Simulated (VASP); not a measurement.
# P (I4_1/amd) in VASP: further runs

Runs on P. Level: PBE. Tasks: single point, relaxation of cell and atoms.

Everything below comes from runs of VASP 6.6.1. Logs are shortened: lines on timing, memory, paths and dates and some standing lists are left out, and cuts for length are marked.

## (1) The cell of the first run

The structure is tetragonal, space group I4_1/amd (No. 141). Conventional cell: a = 6.242 Å, b = 6.242 Å, c = 4.664 Å, α = 90.00°, β = 90.00°, γ = 90.00°. Within 3.1 Å of P (site symmetry -4m2) lie 4 P at 2.34 Å. Within 3.4 Å of P (site symmetry 2/m) lie 10 P at 2.34 to 3.31 Å.

The cell was generated, and may not be a known phase.

## (2) Single point, PBE

Input file INCAR:

```
SYSTEM = P
ALGO     = Normal         ! electronic algorithm
EDIFF    = 1E-7           ! SCF threshold, eV
ENCUT    = 520            ! plane-wave cutoff, eV
GGA      = PE             ! functional
ISIF     = 2              ! what is computed and relaxed
ISMEAR   = 0              ! smearing method
LASPH    = .True.         ! aspherical terms in the spheres
LCHARG   = .False.        ! write CHGCAR
LREAL    = .False.        ! projectors in reciprocal space
LWAVE    = .False.        ! write WAVECAR
NBANDS   = 24             ! bands
NELM     = 60             ! most SCF steps
PREC     = Accurate       ! precision mode
SIGMA    = 0.1            ! smearing width, eV
```

Input file KPOINTS:

```
k-points
0
Gamma
  10 10 10
  0 0 0
```

Input file POSCAR:

```
P
1.0
   -3.1210645885      3.1210645885      2.3317946699
    3.1210645885     -3.1210645885      2.3317946699
    3.1210645885      3.1210645885     -2.3317946699
P
6
Direct
    0.0000000000      0.0000000000      0.0000000000
    0.7500000000      0.2500000000      0.5000000000
    0.3750000000      0.6250000000      0.7500000000
    0.3750000000      0.1250000000      0.7500000000
    0.3750000000      0.6250000000      0.2500000000
    0.8750000000      0.6250000000      0.2500000000
```

Potentials or basis: VASP PAW PBE potentials, release 64 (P).

The run is started by

```bash
$ cat potpaw_PBE.64/P/POTCAR > POTCAR
$ mpirun -np 1 vasp_std > vasp.out
```

OUTCAR:

```text
SYSTEM = P
   EDIFF = 1E-7
   ENCUT = 520
   GGA = PE
   ISIF = 2
   ISMEAR = 0
   LASPH = .True.
   LREAL = .False.
   NELM = 60
   PREC = Accurate

 ion  position               nearest neighbor table
   1  0.000  0.000  0.000-   5 2.34   3 2.34   6 2.34   4 2.34
   2  0.750  0.250  0.500-   3 2.34   5 2.34   6 2.34   4 2.34
   3  0.375  0.625  0.750-   1 2.34   2 2.34   5 2.50   5 2.50   4 2.50   4 2.50
   4  0.375  0.125  0.750-   1 2.34   2 2.34   3 2.50   6 2.50   3 2.50   6 2.50
   5  0.375  0.625  0.250-   2 2.34   1 2.34   6 2.50   3 2.50   3 2.50   6 2.50
   6  0.875  0.625  0.250-   1 2.34   2 2.34   4 2.50   5 2.50   5 2.50   4 2.50

  LATTYP: Found a body centered tetragonal cell.
 ALAT       =     6.2421291770
 C/A-ratio  =     0.7471151602

  Lattice vectors:

 A1 = (  -3.1210645885,   3.1210645885,   2.3317946699)
 A2 = (   3.1210645885,  -3.1210645885,   2.3317946699)
 A3 = (   3.1210645885,   3.1210645885,  -2.3317946699)

Analysis of symmetry for initial positions (statically):
=====================================================================
 Subroutine PRICEL returns:
 Original cell was already a primitive cell.

 Routine SETGRP: Setting up the symmetry group for a
 body centered tetragonal supercell.

 Subroutine GETGRP returns: Found 16 space group operations
 (whereof  8 operations were pure point group operations)
 out of a pool of 16 trial point group operations.

The static configuration has the point symmetry D_2d.
 The point group associated with its full space group is D_4h.

Analysis of symmetry for dynamics (positions and initial velocities):
=====================================================================
 Subroutine PRICEL returns:
 Original cell was already a primitive cell.

 Routine SETGRP: Setting up the symmetry group for a
 body centered tetragonal supercell.

 Subroutine GETGRP returns: Found 16 space group operations
 (whereof  8 operations were pure point group operations)
 out of a pool of 16 trial point group operations.

The dynamic configuration has the point symmetry D_2d.
 The point group associated with its full space group is D_4h.

 Subroutine INISYM returns: Found 16 space group operations
 (whereof  8 operations are pure point group operations),
 and found     1 'primitive' translations

----------------------------------------------------------------------------------------

                                     Primitive cell

  volume of cell :      90.8565

  direct lattice vectors                    reciprocal lattice vectors
    -3.121064588  3.121064588  2.331794670     0.000000000  0.160201747  0.214427113
     3.121064588 -3.121064588  2.331794670     0.160201747  0.000000000  0.214427113
     3.121064588  3.121064588 -2.331794670     0.160201747  0.160201747  0.000000000

  length of vectors
     4.991928957  4.991928957  4.991928957     0.267663196  0.267663196  0.226559484

  position of ions in fractional coordinates (direct lattice)
     0.000000000  0.000000000  0.000000000
     0.750000000  0.250000000  0.500000000
     0.375000000  0.625000000  0.750000000
     0.375000000  0.125000000  0.750000000
     0.375000000  0.625000000  0.250000000
     0.875000000  0.625000000  0.250000000

  ion indices of the primitive-cell ions
   primitive index   ion index
                 1           1
                 2           2
                 3           3
                 4           4
                 5           5
                 6           6

----------------------------------------------------------------------------------------

 KPOINTS: k-points

Automatic generation of k-mesh.
 Grid dimensions read from file:
 generate k-points for:   10   10   10

 Generating k-lattice:

  Cartesian coordinates                     Fractional coordinates (reciprocal lattice)
     0.000000000  0.016020175  0.021442711     0.100000000  0.000000000 -0.000000000
     0.016020175  0.000000000  0.021442711     0.000000000  0.100000000 -0.000000000
     0.016020175  0.016020175  0.000000000     0.000000000  0.000000000  0.100000000

  Length of vectors
     0.026766320  0.026766320  0.022655948

  Shift w.r.t. Gamma in fractional coordinates (k-lattice)
     0.000000000  0.000000000  0.000000000

 Subroutine IBZKPT returns following result:
 ===========================================

 Found    102 irreducible k-points:

 Following reciprocal coordinates:
            Coordinates               Weight
  0.000000  0.000000  0.000000      1.000000
  0.100000 -0.000000  0.000000      8.000000
  0.200000 -0.000000  0.000000      8.000000
  0.300000 -0.000000  0.000000      8.000000
  0.400000 -0.000000  0.000000      8.000000
  0.500000 -0.000000  0.000000      4.000000
[... 16 lines left out ...]
  0.300000  0.300000  0.000000      8.000000
  0.400000  0.300000  0.000000     16.000000
 [... further k-points ...]
   k-points           NKPTS =    102   k-points in BZ     NKDIM =    102   number of bands    NBANDS=     24
   number of dos      NEDOS =    301   number of ions     NIONS =      6
   total plane-waves  NPLWV =  64000
   dimension x,y,z NGX =    40 NGY =   40 NGZ =   40
   dimension x,y,z NGXF=    80 NGYF=   80 NGZF=   80
   ions per type =               6
   NGX,Y,Z   is equivalent  to a cutoff of  13.32, 13.32, 13.32 a.u.
   NGXF,Y,Z  is equivalent  to a cutoff of  26.64, 26.64, 26.64 a.u.
 SYSTEM =  P
   PREC   = accura    normal or accurate (medium, high low for compatibility)
   ISTART =      0    job   : 0-new  1-cont  2-samecut
   ICHARG =      2    charge: 1-file 2-atom 10-const
   ISPIN  =      1    spin polarized calculation?
   LNONCOLLINEAR =      F non collinear calculations
   LSORBIT =      F    spin-orbit coupling
   LASPH  =      T    aspherical Exc in radial PAW
   ENCUT  =  520.0 eV  38.22 Ry    6.18 a.u.   9.28  9.28  9.28*2*pi/ulx,y,z
   NELM   =     60;   NELMIN=  2; NELMDL= -5     # of ELM steps
   EDIFF  = 0.1E-06   stopping-criterion for ELM
   LREAL  =      F    real-space projection
   EDIFFG = 0.1E-05   stopping-criterion for IOM
   NSW    =      0    number of steps for IOM
   IBRION =     -1    ionic relax: 0-MD 1-quasi-New 2-CG
   NFREE  =      0    steps in history (QN), initial steepest desc. (CG)
   ISIF   =      2    stress and relaxation
   ISYM   =      2    0-nonsym 1-usesym 2-fastsym
   POTIM  = 0.5000    time-step for ionic-motion
   TEBEG  =    0.0;   TEEND  =   0.0 temperature during run
   PSTRESS=    0.0 pullay stress
   NELECT =      30.0000    total number of electrons
   NUPDOWN=      -1.0000    fix difference up-down
   EMIN   =  10.00;   EMAX   =-10.00  energy-range for DOS
   EFERMI =   0.00;   METHOD = LEGACY
   ISMEAR =     0;   SIGMA  =   0.10  broadening in eV -4-tet -1-fermi 0-gaus
   EFERMI_NEDOS =   21; number of points for ismear=-14 and -15
   IALGO  =     38    algorithm
   IMIX   =      4    mixing-type and parameters
     AMIX     =   0.40;   BMIX     =  1.00
     AMIX_MAG =   1.60;   BMIX_MAG =  1.00
  volume/ion in A,a.u.               =      15.14       102.19
  Fermi-wavevector in a.u.,A,eV,Ry     =   1.131523  2.138268 17.420136  1.280344
  Thomas-Fermi vector in A             =   2.268222
   LORBIT       =      0    0 simple, 1 ext, 2 COOP (PROOUT), +10 PAW based schemes
   GGA     = PE    functional components
   LHFCALC =     F    Hartree Fock is set to
   AEXX    =    0.0000 exact exchange contribution
   IVDW    =     0    specifies the selected vdW correction
   LEPSILON=     F    determine dielectric tensor
   LRPA    =     F    only Hartree local field effects (RPA)
 non-spin polarized calculation
 Gauss-broadening in eV      SIGMA  =   0.10
  energy-cutoff  :      520.00
  volume of cell :       90.86
 maximum number of plane-waves:      2485
 NGX is ok and might be reduce to    40
   NGX = 19   NGY = 19   NGZ = 19

 number of electron      29.9999998 magnetization

 Free energy of the ion-electron system (eV)
  ---------------------------------------------------
  ext. energy  EPLUGINS =         0.00000000
  ---------------------------------------------------
  free energy    TOTEN  =       -30.78817970 eV

  energy without entropy =      -30.77516617  energy(sigma->0) =      -30.78167294

 E-fermi :   8.9645     XC(G=0): -11.0829

 val. band max:        8.9576578204   @ k =  -0.4000   0.4000   0.2000
 cond. band min:       8.9684421261   @ k =   0.4000   0.4000   0.0000
 fundamental gap:      0.0107843057
 Fermi energy:         8.9645088384

 k-point     1 :       0.0000    0.0000    0.0000
  band No.  band energies     occupation
      1      -7.2810      2.00000
      2      -1.9153      2.00000
      3      -1.3534      2.00000
      4      -1.3534      2.00000
      5       0.9410      2.00000
      6       1.4045      2.00000
[... 16 lines left out ...]
     23      15.5522      0.00000
     24      15.5522      0.00000

 k-point     2 :       0.1000   -0.0000    0.0000
  band No.  band energies     occupation
      1      -7.1862      2.00000
      2      -2.1978      2.00000
      3      -1.4109      2.00000
      4      -1.1389      2.00000
      5       0.3932      2.00000
      6       0.5031      2.00000
[... 16 lines left out ...]
     23      15.6358      0.00000
     24      16.0298      0.00000

 k-point     3 :       0.2000   -0.0000    0.0000
  band No.  band energies     occupation
      1      -6.9037      2.00000
      2      -2.5455      2.00000
      3      -1.6155      2.00000
      4      -1.5466      2.00000
      5      -0.4468      2.00000
      6       0.4623      2.00000
[... 16 lines left out ...]
     23      15.2884      0.00000
     24      15.4330      0.00000

 k-point     4 :       0.3000   -0.0000    0.0000
  band No.  band energies     occupation
      1      -6.4403      2.00000
      2      -2.9201      2.00000
      3      -2.5277      2.00000
      4      -1.6910      2.00000
      5      -1.1737      2.00000
      6       1.1774      2.00000
[... 16 lines left out ...]
     23      14.5997      0.00000
     24      15.1061      0.00000

 k-point     5 :       0.4000   -0.0000    0.0000
  band No.  band energies     occupation
      1      -5.8210      2.00000
      2      -3.8474      2.00000
      3      -2.7390      2.00000
      4      -1.7936      2.00000
      5      -1.6627      2.00000
      6       1.8810      2.00000
[... 16 lines left out ...]
     23      14.9145      0.00000
     24      15.0797      0.00000

 k-point     6 :       0.5000   -0.0000    0.0000
  band No.  band energies     occupation
      1      -5.3060      2.00000
      2      -4.5075      2.00000
      3      -2.7548      2.00000
      4      -1.8458      2.00000
      5      -1.8300      2.00000
      6       1.8276      2.00000
[... 16 lines left out ...]
     23      15.0255      0.00000
     24      15.0883      0.00000
[... 379 lines left out ...]
 k-point    21 :      -0.3000    0.2000   -0.0000
  band No.  band energies     occupation
      1      -6.7881      2.00000
      2      -3.6954      2.00000
      3      -1.3366      2.00000
      4      -0.9398      2.00000
      5       0.3646      2.00000
      6       0.6102      2.00000
[... 16 lines left out ...]
     23      14.8644      0.00000
     24      15.2648      0.00000

 k-point    22 :      -0.2000    0.2000    0.0000
  band No.  band energies     occupation
      1      -7.0144      2.00000
      2      -3.3207      2.00000
      3      -1.2102      2.00000
      4      -0.5977      2.00000
      5       0.4816      2.00000
      6       0.9887      2.00000
[... 16 lines left out ...]
     23      15.0720      0.00000
     24      15.5724      0.00000

 k-point    23 :       0.3000    0.3000    0.0000
  band No.  band energies     occupation
      1      -4.9425      2.00000
      2      -4.4665      2.00000
      3      -3.8273      2.00000
      4      -2.3290      2.00000
      5      -0.3619      2.00000
      6       1.0421      2.00000
[... 16 lines left out ...]
     23      14.4922      0.00000
     24      14.8406      0.00000

 k-point    24 :       0.4000    0.3000    0.0000
  band No.  band energies     occupation
      1      -5.3147      2.00000
      2      -4.7167      2.00000
      3      -3.2282      2.00000
      4      -2.0047      2.00000
      5      -0.2023      2.00000
      6       1.2806      2.00000
[... 16 lines left out ...]
     23      14.7604      0.00000
     24      15.0200      0.00000

 [... further k-points ...]
[... 5 lines left out ...]
  --------------------------------------------------------------------------------------
  -------------------------------------------------------------------------------------
  Total       -0.1179535     -0.1179535     -0.1848764      0.0000000     -0.0000000      0.0000000
  in kB       -2.0800112     -2.0800112     -3.2601403      0.0000000     -0.0000000      0.0000000
  external PRESSURE =      -2.4733876 kB  Pullay stress =       0.0000000 kB

 VOLUME and BASIS-vectors are now :
 -----------------------------------------------------------------------------
  energy-cutoff  :      520.00
  volume of cell :       90.86
      direct lattice vectors                 reciprocal lattice vectors
    -3.121064588  3.121064588  2.331794670     0.000000000  0.160201747  0.214427113
     3.121064588 -3.121064588  2.331794670     0.160201747  0.000000000  0.214427113
     3.121064588  3.121064588 -2.331794670     0.160201747  0.160201747  0.000000000

 POSITION                                       TOTAL-FORCE (eV/Angst)
 -----------------------------------------------------------------------------------
      0.00000      0.00000      0.00000         0.000000     -0.000000      0.000000
     -0.00000      3.12106      1.16590        -0.000000      0.000000     -0.000000
      3.12106      1.56053      0.58295         0.000000     -0.000000      0.000000
      1.56053      3.12106     -0.58295         0.000000     -0.000000      0.000000
      1.56053      0.00000      1.74885         0.000000     -0.000000      0.000000
      0.00000      1.56053      2.91474         0.000000     -0.000000      0.000000
 -----------------------------------------------------------------------------------
    total drift:                               -0.000000     -0.000000      0.000000

  FREE ENERGIE OF THE ION-ELECTRON SYSTEM (eV)
  ---------------------------------------------------
  free  energy   TOTEN  =       -30.7881797045 eV

  energy  without entropy=      -30.7751661732  energy(sigma->0) =      -30.78167294
```

It took 7 min on 1 thread of Oxide Virtual Turin-like, shared host; peak memory 0.28 GiB.

What came out:

| Property | Result |
| --- | --- |
| Free energy | -30.7882 eV |
| Pressure | -0.2 GPa |
| Band gap on the k mesh | zero (bands 15 and 16 overlap by 1.96 eV) |

Stress tensor (GPa, compression positive):
```
-0.21  0.00  0.00
 0.00 -0.21  0.00
 0.00  0.00 -0.33
```

(Part 1 of 2 ends here.)
